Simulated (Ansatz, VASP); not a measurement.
# One calculation of ZnSe, two programs

```xyz
2
Lattice="0.0000 2.8338 2.7488 2.8338 0.0000 2.7488 2.8338 2.8338 0.0000" Properties=species:S:1:pos:R:3 pbc="T T T"
Zn    0.0000    0.0000    0.0000
Se    1.4169    1.4169    1.3744
```

Change from the starting cell: z stretched by -3 %, ions relaxed.

Alike in both runs: task relaxation of the atoms; functional PBE; k mesh 13 × 13 × 13; occupations fermi-dirac, width 0.02 eV; no spin polarisation.

|  | VASP | Ansatz |
| --- | --- | --- |
| version | VASP 6.6.1 | Ansatz 0.2.0 |
| potentials or method | VASP PAW PBE potentials, release 64 (Zn, Se) | plane-wave PAW, scalar-relativistic |
| plane-wave cutoff (eV) | 450 | 420 |
| valence electrons in the cell | 18 | 28 |

```csv
,VASP,Ansatz,Ansatz less VASP
"gap on the k mesh at the Fermi level, each at its own relaxed structure (eV)",1.34,1.34,-0.003
```

VASP's potentials hold 18 valence electrons a cell and Ansatz's 28, so a difference there can come from the potentials and not from the codes. Ansatz's warnings: stress scf threshold loose.

Noted on VASP's run: the relaxation stopped at its first step, so nothing moved.
